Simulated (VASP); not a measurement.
# Cd3W (I4/mmm) in VASP: a series of runs

Runs on Cd3W. Level: PBE. Tasks: single point, relaxation of cell and atoms.

Everything below comes from runs of VASP 6.6.1. Logs are shortened: lines on timing, memory, paths and dates and some standing lists are left out, and cuts for length are marked.

## Step 1: The cell of the first run

It takes space group I4/mmm (No. 139, tetragonal). Conventional cell: a = 4.126 Å, b = 4.126 Å, c = 9.179 Å, α = 90.00°, β = 90.00°, γ = 90.00°. Cd (site symmetry 4/mmm) has 4 W at 2.92 Å and 8 Cd at 3.09 Å within 3.8 Å. Cd (site symmetry -4m2) has 8 Cd at 2.92 to 3.09 Å and 4 W at 3.09 Å within 3.8 Å. W (site symmetry 4/mmm) has 12 Cd at 2.92 to 3.09 Å within 3.8 Å.

## Step 2: Single point, PBE

Input file INCAR:

```
SYSTEM = Cd3W
PREC = Accurate
ENCUT = 520
EDIFF = 1E-6
ISMEAR = 0
SIGMA = 0.1
LREAL = .False.
LASPH = .True.
NELM = 60
ALGO = Normal
ISIF = 2
LWAVE = .False.
LCHARG = .True.
GGA = PE
LELF = .True.
LVHAR = .True.
NBANDS = 33
```

Input file KPOINTS:

```
regular mesh
0
Gamma
  6 6 6
  0 0 0
```

Input file POSCAR:

```
Cd3W
1.0
   -2.0630820235      2.0630820235      4.5892963342
    2.0630820235     -2.0630820235      4.5892963342
    2.0630820235      2.0630820235     -4.5892963342
Cd W
3 1
Direct
    0.5000000000      0.5000000000      0.0000000000
    0.2500000000      0.7500000000      0.5000000000
    0.7500000000      0.2500000000      0.5000000000
    0.0000000000      0.0000000000      0.0000000000
```

Potentials or basis: VASP PAW PBE potentials, release 64 (Cd, W_sv).

Command:

```sh
> cat potpaw_PBE.64/Cd/POTCAR potpaw_PBE.64/W_sv/POTCAR > POTCAR
> mpirun -np 1 vasp_std > vasp.out
```

OUTCAR:

```text
SYSTEM = Cd3W
   PREC = Accurate
   ENCUT = 520
   EDIFF = 1E-6
   ISMEAR = 0
   LREAL = .False.
   LASPH = .True.
   NELM = 60
   ISIF = 2
   GGA = PE

 ion  position               nearest neighbor table
   1  0.500  0.500  0.000-   4 2.92   4 2.92   4 2.92   4 2.92   3 3.09   2 3.09   3 3.09   3 3.09
                             2 3.09   2 3.09   3 3.09   2 3.09
   2  0.250  0.750  0.500-   3 2.92   3 2.92   3 2.92   3 2.92   4 3.09   1 3.09   4 3.09   1 3.09
                             4 3.09   4 3.09   1 3.09   1 3.09
   3  0.750  0.250  0.500-   2 2.92   2 2.92   2 2.92   2 2.92   4 3.09   1 3.09   4 3.09   4 3.09
                             1 3.09   1 3.09   4 3.09   1 3.09
   4  0.000  0.000  0.000-   1 2.92   1 2.92   1 2.92   1 2.92   3 3.09   2 3.09   3 3.09   2 3.09
                             3 3.09   3 3.09   2 3.09   2 3.09

  LATTYP: Found a body centered tetragonal cell.
 ALAT       =     4.1261640470
 C/A-ratio  =     2.2244856394

  Lattice vectors:

 A1 = (  -2.0630820235,   2.0630820235,   4.5892963342)
 A2 = (   2.0630820235,  -2.0630820235,   4.5892963342)
 A3 = (   2.0630820235,   2.0630820235,  -4.5892963342)

Analysis of symmetry for initial positions (statically):
=====================================================================
 Subroutine PRICEL returns:
 Original cell was already a primitive cell.

 Routine SETGRP: Setting up the symmetry group for a
 body centered tetragonal supercell.

 Subroutine GETGRP returns: Found 16 space group operations
 (whereof 16 operations were pure point group operations)
 out of a pool of 16 trial point group operations.

The static configuration has the point symmetry D_4h.

Analysis of symmetry for dynamics (positions and initial velocities):
=====================================================================
 Subroutine PRICEL returns:
 Original cell was already a primitive cell.

 Routine SETGRP: Setting up the symmetry group for a
 body centered tetragonal supercell.

 Subroutine GETGRP returns: Found 16 space group operations
 (whereof 16 operations were pure point group operations)
 out of a pool of 16 trial point group operations.

The dynamic configuration has the point symmetry D_4h.

 Subroutine INISYM returns: Found 16 space group operations
 (whereof 16 operations are pure point group operations),
 and found     1 'primitive' translations

----------------------------------------------------------------------------------------

                                     Primitive cell

[... 90 lines left out ...]
   LSORBIT =      F    spin-orbit coupling
   LASPH  =      T    aspherical Exc in radial PAW
   ENCUT  =  520.0 eV  38.22 Ry    6.18 a.u.  10.11 10.11 10.11*2*pi/ulx,y,z
   NELM   =     60;   NELMIN=  2; NELMDL= -5     # of ELM steps
   EDIFF  = 0.1E-05   stopping-criterion for ELM
   LREAL  =      F    real-space projection
   EDIFFG = 0.1E-04   stopping-criterion for IOM
   NSW    =      0    number of steps for IOM
   IBRION =     -1    ionic relax: 0-MD 1-quasi-New 2-CG
   NFREE  =      0    steps in history (QN), initial steepest desc. (CG)
   ISIF   =      2    stress and relaxation
   ISYM   =      2    0-nonsym 1-usesym 2-fastsym
   POTIM  = 0.5000    time-step for ionic-motion
   TEBEG  =    0.0;   TEEND  =   0.0 temperature during run
   PSTRESS=    0.0 pullay stress
   NELECT =      50.0000    total number of electrons
   NUPDOWN=      -1.0000    fix difference up-down
   EMIN   =  10.00;   EMAX   =-10.00  energy-range for DOS
   EFERMI =   0.00;   METHOD = LEGACY
   ISMEAR =     0;   SIGMA  =   0.10  broadening in eV -4-tet -1-fermi 0-gaus
   EFERMI_NEDOS =   21; number of points for ismear=-14 and -15
   IALGO  =     38    algorithm
   IMIX   =      4    mixing-type and parameters
     AMIX     =   0.40;   BMIX     =  1.00
     AMIX_MAG =   1.60;   BMIX_MAG =  1.00
  volume/ion in A,a.u.               =      19.53       131.82
  Fermi-wavevector in a.u.,A,eV,Ry     =   1.410756  2.665942 27.078744  1.990232
  Thomas-Fermi vector in A             =   2.532677
   LORBIT       =      0    0 simple, 1 ext, 2 COOP (PROOUT), +10 PAW based schemes
   GGA     = PE    functional components
   LHFCALC =     F    Hartree Fock is set to
   AEXX    =    0.0000 exact exchange contribution
   IVDW    =     0    specifies the selected vdW correction
   LEPSILON=     F    determine dielectric tensor
   LRPA    =     F    only Hartree local field effects (RPA)
 non-spin polarized calculation
 Gauss-broadening in eV      SIGMA  =   0.10
  energy-cutoff  :      520.00
  volume of cell :       78.13
 maximum number of plane-waves:      2124
   NGX = 21   NGY = 21   NGZ = 21

 number of electron      49.9999988 magnetization

 Free energy of the ion-electron system (eV)
  ---------------------------------------------------
  ext. energy  EPLUGINS =         0.00000000
  ---------------------------------------------------
  free energy    TOTEN  =       -12.17186947 eV

  energy without entropy =      -12.15693235  energy(sigma->0) =      -12.16440091

 E-fermi :   4.3236     XC(G=0): -11.8155

 val. band max:        4.3036347789   @ k =   0.1667   0.1667   0.1667
 cond. band min:       4.3266727089   @ k =  -0.1667   0.3333   0.1667
 fundamental gap:      0.0230379300
 Fermi energy:         4.3236229459

 k-point     1 :       0.0000    0.0000    0.0000
  band No.  band energies     occupation
      1     -69.5837      2.00000
      2     -33.8088      2.00000
      3     -33.8088      2.00000
      4     -33.6270      2.00000
      5      -5.1301      2.00000
      6      -4.9194      2.00000
[... 853 lines left out ...]
     32      11.3368      0.00000
     33      11.4552      0.00000

 [... further k-points ...]
[... 5 lines left out ...]
  --------------------------------------------------------------------------------------
  -------------------------------------------------------------------------------------
  Total        0.2759211      0.2759211      0.1917569      0.0000000      0.0000000      0.0000000
  in kB        5.6579143      5.6579143      3.9320813      0.0000000      0.0000000      0.0000000
  external PRESSURE =       5.0826366 kB  Pullay stress =       0.0000000 kB

 VOLUME and BASIS-vectors are now :
 -----------------------------------------------------------------------------
  energy-cutoff  :      520.00
  volume of cell :       78.13
      direct lattice vectors                 reciprocal lattice vectors
    -2.063082023  2.063082023  4.589296334     0.000000000  0.242355851  0.108949164
     2.063082023 -2.063082023  4.589296334     0.242355851  0.000000000  0.108949164
     2.063082023  2.063082023 -4.589296334     0.242355851  0.242355851  0.000000000

 POSITION                                       TOTAL-FORCE (eV/Angst)
 -----------------------------------------------------------------------------------
      0.00000      0.00000      4.58930         0.000000      0.000000     -0.000000
      2.06308      0.00000      2.29465        -0.000000     -0.000000      0.000000
      0.00000      2.06308      2.29465         0.000000     -0.000000      0.000000
      0.00000      0.00000      0.00000         0.000000      0.000000     -0.000000
 -----------------------------------------------------------------------------------
    total drift:                               -0.000000     -0.000000      0.000000

  FREE ENERGIE OF THE ION-ELECTRON SYSTEM (eV)
  ---------------------------------------------------
  free  energy   TOTEN  =       -12.1718694692 eV

  energy  without entropy=      -12.1569323536  energy(sigma->0) =      -12.16440091
```

OSZICAR:

```text
N       E                     dE             d eps       ncg     rms          rms(c)
DAV:   1     0.462628403265E+03    0.46263E+03   -0.26466E+04  1980   0.161E+03
DAV:   2     0.349785777569E+01   -0.45913E+03   -0.44506E+03  2045   0.460E+02
DAV:   3    -0.127096030685E+02   -0.16207E+02   -0.15775E+02  2290   0.926E+01
DAV:   4    -0.128534933018E+02   -0.14389E+00   -0.14332E+00  2114   0.736E+00
DAV:   5    -0.128546129386E+02   -0.11196E-02   -0.11196E-02  2288   0.602E-01    0.128E+01
DAV:   6    -0.122864354937E+02    0.56818E+00   -0.16120E+00  2036   0.100E+01    0.657E+00
DAV:   7    -0.122181529189E+02    0.68283E-01   -0.39102E-01  2221   0.421E+00    0.490E+00
DAV:   8    -0.121739704665E+02    0.44182E-01   -0.16193E-01  2032   0.242E+00    0.120E+00
DAV:   9    -0.121717842729E+02    0.21862E-02   -0.96835E-03  2095   0.746E-01    0.273E-01
DAV:  10    -0.121718459459E+02   -0.61673E-04   -0.46716E-04  2178   0.198E-01    0.737E-02
DAV:  11    -0.121718702818E+02   -0.24336E-04   -0.69936E-05  2156   0.743E-02    0.153E-02
DAV:  12    -0.121718687162E+02    0.15655E-05   -0.52742E-06  1953   0.153E-02    0.778E-03
DAV:  13    -0.121718694692E+02   -0.75300E-06   -0.71217E-07  1124   0.781E-03
   1 F= -.12171869E+02 E0= -.12164401E+02  d E =-.149371E-01
```

Run time: 74 s. Hardware: 1 thread of Intel Xeon Platinum 8259CL at 2.50GHz (Skylake/Cascade Lake), shared host; peak memory 0.27 GiB.

Results:

* Free energy: -12.1719 eV
* Pressure: 0.5 GPa
* Band gap on the k mesh: zero (bands 25 and 26 overlap by 1.26 eV)

Stress tensor (GPa, compression positive):
```
0.57 0.00 0.00
0.00 0.57 0.00
0.00 0.00 0.39
```

Caveat: spin-orbit coupling is left out, which moves the levels of the heavy elements.

## Step 3: Single point, PBE

This run uses another cell than the first one, of 21.99 Å³/atom.

Input file INCAR:

```
PREC = Accurate
ENCUT = 520
EDIFF = 1E-6
ISMEAR = 0
SIGMA = 0.1
LREAL = False
LASPH = True
NELM = 80
ALGO = Normal
ISIF = 2
LWAVE = False
LCHARG = False
GGA = PE
NBANDS = 33
```

Input file KPOINTS:

```
Automatic mesh
0
Gamma
  6 6 6
```

Input file POSCAR:

```
Cd3W
1.0
   -2.1432089856      2.1432089856      4.7874278639
    2.1432089856     -2.1432089856      4.7874278639
    2.1432089856      2.1432089856     -4.7874278639
Cd W
3 1
Direct
    0.5000000000      0.5000000000      0.0000000000
    0.2500000000      0.7500000000      0.5000000000
    0.7500000000      0.2500000000      0.5000000000
    0.0000000000      0.0000000000      0.0000000000
```

Potentials or basis: VASP PAW PBE potentials, release 64 (Cd, W_sv).

Command:

```sh
> cat potpaw_PBE.64/Cd/POTCAR potpaw_PBE.64/W_sv/POTCAR > POTCAR
> mpirun -np 1 vasp_std > vasp.out
```

It took 97 s on 1 thread of Intel Xeon Platinum 8259CL at 2.50GHz (Skylake/Cascade Lake), shared host; peak memory 0.3 GiB.

Results (log left out):

```yaml
Free_energy: -11.8907 eV
Pressure: -8.6 GPa
Band_gap_on_the_k_mesh: zero (bands 25 and 26 overlap by 1.05 eV)
```

Stress tensor (GPa, compression positive):
```
-8.72  0.00  0.00
 0.00 -8.72  0.00
 0.00  0.00 -8.23
```

Levels at points of the mesh, in eV from the Fermi level:
```tsv
k point	band 21	band 22	band 23	band 24	band 25	band 26	band 27	band 28	band 29	band 30
(0.00, 0.00, 0.00)	-1.57	-0.83	-0.63	-0.53	-0.53	0.73	3.17	3.24	3.65	3.65
(0.50, 0.00, 0.00)	-4.89	-2.43	-0.85	-0.84	-0.23	0.17	0.62	2.55	4.71	4.84
(0.50, 0.50, 0.00)	-2.76	-2.26	-1.47	-1.24	-1.08	-0.60	0.84	1.09	2.92	3.01
(0.50, 0.50, 0.50)	-5.96	-0.90	-0.10	0.45	0.45	0.70	0.75	0.75	4.69	4.78
```

Caveat: the cell stands under tension; spin-orbit coupling is left out, which moves the levels of the heavy elements.

## Step 4: Relaxation of cell and atoms, PBE

This run uses another cell than the first one, of 21.99 Å³/atom.

Input file INCAR:

```
SYSTEM = Cd3W
PREC = Accurate
ENCUT = 600
EDIFF = 1E-7
ISMEAR = 0
SIGMA = 0.1
LREAL = .FALSE.
LASPH = .TRUE.
NELM = 100
ALGO = Fast
ISIF = 3
LWAVE = .FALSE.
LCHARG = .FALSE.
GGA = PE
IBRION = 2
NSW = 90
EDIFFG = -0.04
```

Input file KPOINTS:

```
Automatic mesh
0
G
  6 6 6
  0 0 0
```

POSCAR is that of step 3.

Command:

```sh
> cat potpaw_PBE.64/Cd/POTCAR potpaw_PBE.64/W_sv/POTCAR > POTCAR
> mpirun -np 1 vasp_std > vasp.out
```

It took 13 min on 1 thread of Intel Xeon Platinum 8259CL at 2.50GHz (Skylake/Cascade Lake), shared host; peak memory 0.4 GiB.

The run converged. Its results:

```
Free energy                           : -12.1770 eV
Relaxed volume                        : 19.63 Å³/atom
Relaxed cell                          : a = 5.445 Å, b = 5.445 Å, c = 5.445 Å, α = 135.38°, β = 135.38°, γ = 64.94°
Space group after relaxing (to 0.1 Å) : I4/mmm (No. 139)
Energy gained by relaxing             : 71.8 meV/atom
Ionic steps                           : 7
Pressure after relaxing               : -0.1 GPa
Band gap on the k mesh                : zero (bands 25 and 26 overlap by 1.25 eV)
```

The path:
```
step  energy change (eV)  largest force (eV/Å)  pressure (GPa)  volume (Å³)
   1              0.0000                0.0000           -8.63        87.96
   2             -0.1811                0.0000            7.54        73.73
   3             -0.2868                0.0000           -0.06        78.55
   4             -0.2867                0.0000            0.18        78.37
   5             -0.2871                0.0000           -0.14        78.60
   6             -0.2871                0.0000           -0.21        78.65
   7             -0.2874                0.0000           -0.06        78.52
```

Final structure:
```
Cd W
1.0
    -2.06707    2.06707    4.59420
     2.06707   -2.06707    4.59420
     2.06707    2.06707   -4.59420
Cd W
3 1
Direct
  0.50000 0.50000 0.00000
  0.25000 0.75000 0.50000
  0.75000 0.25000 0.50000
  0.00000 0.00000 0.00000
```

Levels at points of the mesh, in eV from the Fermi level:
| k point | band 21 | band 22 | band 23 | band 24 | band 25 | band 26 | band 27 | band 28 | band 29 | band 30 |
| --- | --- | --- | --- | --- | --- | --- | --- | --- | --- | --- |
| (0.00, 0.00, 0.00) | -1.61 | -0.96 | -0.82 | -0.65 | -0.65 | 0.93 | 3.76 | 3.98 | 3.98 | 3.98 |
| (0.50, 0.00, 0.00) | -5.24 | -2.74 | -1.01 | -0.74 | -0.25 | 0.19 | 0.72 | 2.99 | 5.11 | 5.39 |
| (0.50, 0.50, 0.00) | -2.87 | -2.32 | -1.80 | -1.32 | -1.23 | -0.71 | 0.96 | 1.41 | 3.54 | 3.57 |
| (0.50, 0.50, 0.50) | -6.44 | -0.95 | -0.06 | 0.54 | 0.54 | 0.65 | 0.65 | 0.88 | 5.43 | 5.73 |

Caveat: spin-orbit coupling is left out, which moves the levels of the heavy elements.

## Step 5: The runs side by side

```tsv
task	cell	cutoff (eV)	gap on the mesh (eV)	pressure (GPa)
single point	a = 5.438 Å, angles 135.4, 135.4, 64.9°, 4 atoms	520	none	0.5
single point	a = 5.666 Å, angles 135.6, 135.6, 64.7°, 4 atoms	520	none	-8.6
relaxation of cell and atoms	relaxed from a = 5.666 Å, angles 135.6, 135.6, 64.7°, 4 atoms	600	none	-0.1
```

Alike in all rows: level PBE; potentials or basis VASP PAW PBE potentials, release 64 (Cd, W_sv); no spin polarisation; k mesh 6 × 6 × 6; smearing gaussian 0.1 eV.

Caveats: spin-orbit coupling is left out, which moves the levels of the heavy elements; the cell stands under tension (at least some runs).

Total energies depend on the potentials used, so only differences within one code and one set of settings carry meaning.
